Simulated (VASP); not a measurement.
# Si (Fd-3m) in VASP: single point with PBE

Aim: the single point of Si with PBE.

Everything below comes from runs of VASP 6.6.1. Logs are shortened: lines on timing, memory, paths and dates and some standing lists are left out, and cuts for length are marked.

## Step 1: The cell of the first run

Symmetry: Fd-3m, No. 227, cubic system. Conventional cell: a = 5.427 Å, b = 5.427 Å, c = 5.427 Å, α = 90.00°, β = 90.00°, γ = 90.00°. Within 3.1 Å of Si (site symmetry -43m) lie 4 Si at 2.35 Å.

## Step 2: Single point, PBE

File INCAR:

```
SYSTEM = Si
ALGO     = Normal         ! electronic algorithm
EDIFF    = 1E-7           ! SCF threshold, eV
ENCUT    = 520            ! plane-wave cutoff, eV
GGA      = PE             ! functional
ISIF     = 2              ! what is computed and relaxed
ISMEAR   = 0              ! smearing method
LASPH    = .True.         ! aspherical terms in the spheres
LCHARG   = .False.        ! write CHGCAR
LREAL    = .False.        ! projectors in reciprocal space
LWAVE    = .False.        ! write WAVECAR
NBANDS   = 11             ! bands
NELM     = 60             ! most SCF steps
PREC     = Accurate       ! precision mode
SIGMA    = 0.01           ! smearing width, eV
```

File KPOINTS:

```
k-points
0
Gamma
  8 8 8
  0 0 0
```

File POSCAR:

```
Si
1.0
    0.0000000000      2.7135600000      2.7135600000
    2.7135600000      0.0000000000      2.7135600000
    2.7135600000      2.7135600000      0.0000000000
Si
2
Direct
    0.7500000000      0.7500000000      0.7500000000
    0.5000000000      0.5000000000      0.5000000000
```

Potentials or basis: VASP PAW PBE potentials, release 64 (Si).

On the command line:

```bash
cat potpaw_PBE.64/Si/POTCAR > POTCAR
mpirun -np 1 vasp_std > vasp.out
```

OUTCAR:

```text
SYSTEM = Si
   EDIFF = 1E-7
   ENCUT = 520
   GGA = PE
   ISIF = 2
   ISMEAR = 0
   LASPH = .True.
   LREAL = .False.
   NELM = 60
   PREC = Accurate

 ion  position               nearest neighbor table
   1  0.750  0.750  0.750-   2 2.35   2 2.35   2 2.35   2 2.35
   2  0.500  0.500  0.500-   1 2.35   1 2.35   1 2.35   1 2.35

  LATTYP: Found a face centered cubic cell.
 ALAT       =     5.4271200000

  Lattice vectors:

 A1 = (   0.0000000000,   2.7135600000,   2.7135600000)
 A2 = (   2.7135600000,   0.0000000000,   2.7135600000)
 A3 = (   2.7135600000,   2.7135600000,   0.0000000000)

Analysis of symmetry for initial positions (statically):
=====================================================================
 Subroutine PRICEL returns:
 Original cell was already a primitive cell.

 Routine SETGRP: Setting up the symmetry group for a
 face centered cubic supercell.

 Subroutine GETGRP returns: Found 48 space group operations
 (whereof 24 operations were pure point group operations)
 out of a pool of 48 trial point group operations.

The static configuration has the point symmetry T_d .
 The point group associated with its full space group is O_h .

Analysis of symmetry for dynamics (positions and initial velocities):
=====================================================================
 Subroutine PRICEL returns:
 Original cell was already a primitive cell.

 Routine SETGRP: Setting up the symmetry group for a
 face centered cubic supercell.

 Subroutine GETGRP returns: Found 48 space group operations
 (whereof 24 operations were pure point group operations)
 out of a pool of 48 trial point group operations.

The dynamic configuration has the point symmetry T_d .
 The point group associated with its full space group is O_h .

 Subroutine INISYM returns: Found 48 space group operations
 (whereof 24 operations are pure point group operations),
 and found     1 'primitive' translations

----------------------------------------------------------------------------------------

                                     Primitive cell

  volume of cell :      39.9621

  direct lattice vectors                    reciprocal lattice vectors
     0.000000000  2.713560000  2.713560000    -0.184259792  0.184259792  0.184259792
     2.713560000  0.000000000  2.713560000     0.184259792 -0.184259792  0.184259792
     2.713560000  2.713560000  0.000000000     0.184259792  0.184259792 -0.184259792

  length of vectors
     3.837553354  3.837553354  3.837553354     0.319147321  0.319147321  0.319147321

  position of ions in fractional coordinates (direct lattice)
     0.750000000  0.750000000  0.750000000
     0.500000000  0.500000000  0.500000000

  ion indices of the primitive-cell ions
   primitive index   ion index
                 1           1
                 2           2

----------------------------------------------------------------------------------------

 KPOINTS: k-points

Automatic generation of k-mesh.
 Grid dimensions read from file:
 generate k-points for:    8    8    8

 Generating k-lattice:

  Cartesian coordinates                     Fractional coordinates (reciprocal lattice)
    -0.023032474  0.023032474  0.023032474     0.125000000  0.000000000  0.000000000
     0.023032474 -0.023032474  0.023032474     0.000000000  0.125000000  0.000000000
     0.023032474  0.023032474 -0.023032474     0.000000000  0.000000000  0.125000000

  Length of vectors
     0.039893415  0.039893415  0.039893415

  Shift w.r.t. Gamma in fractional coordinates (k-lattice)
     0.000000000  0.000000000  0.000000000

 Subroutine IBZKPT returns following result:
 ===========================================

 Found     29 irreducible k-points:

 Following reciprocal coordinates:
            Coordinates               Weight
  0.000000  0.000000  0.000000      1.000000
  0.125000  0.000000  0.000000      8.000000
  0.250000  0.000000  0.000000      8.000000
  0.375000  0.000000  0.000000      8.000000
  0.500000  0.000000  0.000000      4.000000
  0.125000  0.125000  0.000000      6.000000
[... 16 lines left out ...]
  0.500000  0.250000  0.125000     48.000000
 -0.375000  0.250000  0.125000     24.000000
 [... further k-points ...]
   k-points           NKPTS =     29   k-points in BZ     NKDIM =     29   number of bands    NBANDS=     11
   number of dos      NEDOS =    301   number of ions     NIONS =      2
   total plane-waves  NPLWV =  27000
   dimension x,y,z NGX =    30 NGY =   30 NGZ =   30
   dimension x,y,z NGXF=    60 NGYF=   60 NGZF=   60
   ions per type =               2
   NGX,Y,Z   is equivalent  to a cutoff of  13.00, 13.00, 13.00 a.u.
   NGXF,Y,Z  is equivalent  to a cutoff of  25.99, 25.99, 25.99 a.u.
 SYSTEM =  Si
   PREC   = accura    normal or accurate (medium, high low for compatibility)
   ISTART =      0    job   : 0-new  1-cont  2-samecut
   ICHARG =      2    charge: 1-file 2-atom 10-const
   ISPIN  =      1    spin polarized calculation?
   LNONCOLLINEAR =      F non collinear calculations
   LSORBIT =      F    spin-orbit coupling
   LASPH  =      T    aspherical Exc in radial PAW
   ENCUT  =  520.0 eV  38.22 Ry    6.18 a.u.   7.14  7.14  7.14*2*pi/ulx,y,z
   NELM   =     60;   NELMIN=  2; NELMDL= -5     # of ELM steps
   EDIFF  = 0.1E-06   stopping-criterion for ELM
   LREAL  =      F    real-space projection
   EDIFFG = 0.1E-05   stopping-criterion for IOM
   NSW    =      0    number of steps for IOM
   IBRION =     -1    ionic relax: 0-MD 1-quasi-New 2-CG
   NFREE  =      0    steps in history (QN), initial steepest desc. (CG)
   ISIF   =      2    stress and relaxation
   ISYM   =      2    0-nonsym 1-usesym 2-fastsym
   POTIM  = 0.5000    time-step for ionic-motion
   TEBEG  =    0.0;   TEEND  =   0.0 temperature during run
   PSTRESS=    0.0 pullay stress
   NELECT =       8.0000    total number of electrons
   NUPDOWN=      -1.0000    fix difference up-down
   EMIN   =  10.00;   EMAX   =-10.00  energy-range for DOS
   EFERMI =   0.00;   METHOD = LEGACY
   ISMEAR =     0;   SIGMA  =   0.01  broadening in eV -4-tet -1-fermi 0-gaus
   EFERMI_NEDOS =   21; number of points for ismear=-14 and -15
   IALGO  =     38    algorithm
   IMIX   =      4    mixing-type and parameters
     AMIX     =   0.40;   BMIX     =  1.00
     AMIX_MAG =   1.60;   BMIX_MAG =  1.00
  volume/ion in A,a.u.               =      19.98       134.84
  Fermi-wavevector in a.u.,A,eV,Ry     =   0.957684  1.809760 12.478691  0.917158
  Thomas-Fermi vector in A             =   2.086724
   LORBIT       =      0    0 simple, 1 ext, 2 COOP (PROOUT), +10 PAW based schemes
   GGA     = PE    functional components
   LHFCALC =     F    Hartree Fock is set to
   AEXX    =    0.0000 exact exchange contribution
   IVDW    =     0    specifies the selected vdW correction
   LEPSILON=     F    determine dielectric tensor
   LRPA    =     F    only Hartree local field effects (RPA)
 non-spin polarized calculation
 Gauss-broadening in eV      SIGMA  =   0.01
  energy-cutoff  :      520.00
  volume of cell :       39.96
 maximum number of plane-waves:      1090
 NGX is ok and might be reduce to    30
   NGX = 15   NGY = 15   NGZ = 15

 number of electron       8.0000000 magnetization

 Free energy of the ion-electron system (eV)
  ---------------------------------------------------
  ext. energy  EPLUGINS =         0.00000000
  ---------------------------------------------------
  free energy    TOTEN  =       -10.83997449 eV

  energy without entropy =      -10.83997449  energy(sigma->0) =      -10.83997449

 E-fermi :   5.9003     XC(G=0):  -9.4159

 val. band max:        5.8474162526   @ k =   0.0000   0.0000   0.0000
 cond. band min:       6.4601653780   @ k =   0.3750   0.3750   0.0000
 fundamental gap:      0.6127491254
 Fermi energy:         5.9002664618

 k-point     1 :       0.0000    0.0000    0.0000
  band No.  band energies     occupation
      1      -6.1239      2.00000
      2       5.8474      2.00000
      3       5.8474      2.00000
      4       5.8474      2.00000
      5       8.4133      0.00000
      6       8.4133      0.00000
      7       8.4133      0.00000
      8       9.2442      0.00000
      9      13.5677      0.00000
     10      13.5677      0.00000
     11      13.8154      0.00000

 k-point     2 :       0.1250    0.0000    0.0000
  band No.  band energies     occupation
      1      -5.9194      2.00000
      2       4.2499      2.00000
      3       5.5584      2.00000
      4       5.5584      2.00000
      5       8.3579      0.00000
      6       8.8382      0.00000
      7       8.8382      0.00000
      8      10.5826      0.00000
      9      13.0854      0.00000
     10      13.0854      0.00000
     11      14.6030      0.00000

 k-point     3 :       0.2500    0.0000    0.0000
  band No.  band energies     occupation
      1      -5.3227      2.00000
      2       1.9196      2.00000
      3       5.0876      2.00000
      4       5.0876      2.00000
      5       7.8860      0.00000
      6       9.3558      0.00000
      7       9.3558      0.00000
      8      12.7878      0.00000
      9      13.0430      0.00000
     10      13.0430      0.00000
     11      14.8505      0.00000
[... 267 lines left out ...]
 k-point    23 :       0.5000    0.2500    0.1250
  band No.  band energies     occupation
      1      -3.9020      2.00000
      2       0.0047      2.00000
      3       2.5235      2.00000
      4       3.9167      2.00000
      5       8.7268      0.00000
      6       9.4047      0.00000
      7      10.8714      0.00000
      8      11.7893      0.00000
      9      14.8777      0.00000
     10      15.5924      0.00000
     11      17.8579      0.00000

 k-point    24 :      -0.3750    0.2500    0.1250
  band No.  band energies     occupation
      1      -3.2479      2.00000
      2      -0.9427      2.00000
      3       2.3950      2.00000
      4       3.6865      2.00000
      5       8.9205      0.00000
      6       8.9779      0.00000
      7      11.7652      0.00000
      8      12.9693      0.00000
      9      13.2541      0.00000
     10      16.4367      0.00000
     11      17.5626      0.00000

 [... further k-points ...]

------------------------ aborting loop because EDIFF is reached ----------------------------------------

  FORCE on cell =-STRESS in cart. coord.  units (eV):
  Direction    XX          YY          ZZ          XY          YZ          ZX
  --------------------------------------------------------------------------------------
  -------------------------------------------------------------------------------------
  Total        0.5342974      0.5342974      0.5342974      0.0000000      0.0000000     -0.0000000
  in kB       21.4212789     21.4212789     21.4212789      0.0000000      0.0000000     -0.0000000
  external PRESSURE =      21.4212789 kB  Pullay stress =       0.0000000 kB

 VOLUME and BASIS-vectors are now :
 -----------------------------------------------------------------------------
  energy-cutoff  :      520.00
  volume of cell :       39.96
      direct lattice vectors                 reciprocal lattice vectors
     0.000000000  2.713560000  2.713560000    -0.184259792  0.184259792  0.184259792
     2.713560000  0.000000000  2.713560000     0.184259792 -0.184259792  0.184259792
     2.713560000  2.713560000  0.000000000     0.184259792  0.184259792 -0.184259792

 POSITION                                       TOTAL-FORCE (eV/Angst)
 -----------------------------------------------------------------------------------
      4.07034      4.07034      4.07034        -0.000000      0.000000      0.000000
      2.71356      2.71356      2.71356         0.000000     -0.000000      0.000000
 -----------------------------------------------------------------------------------
    total drift:                                0.000000     -0.000000     -0.000000

  FREE ENERGIE OF THE ION-ELECTRON SYSTEM (eV)
  ---------------------------------------------------
  free  energy   TOTEN  =       -10.8399744887 eV

  energy  without entropy=      -10.8399744887  energy(sigma->0) =      -10.83997449
```

Run time: 7.3 s. Hardware: 1 thread of Intel Xeon 6975P-C (Granite Rapids), shared host; peak memory 0.15 GiB.

What came out:

```
Free energy            : -10.8400 eV
Pressure               : 2.1 GPa
Band gap on the k mesh : 0.61 eV, indirect (least direct gap 2.57 eV)
```

Levels at points of the mesh, in eV from the valence-band top:
```tsv
k point	band 1	band 2	band 3	band 4	band 5	band 6	band 7	band 8	band 9
(0.00, 0.00, 0.00)	-11.97	0.00	0.00	0.00	2.57	2.57	2.57	3.40	7.72
(0.50, 0.00, 0.00)	-9.63	-6.98	-1.20	-1.20	1.55	3.34	3.34	7.73	10.55
(0.50, 0.50, 0.00)	-7.82	-7.82	-2.85	-2.85	0.71	0.71	10.13	10.13	10.98
```
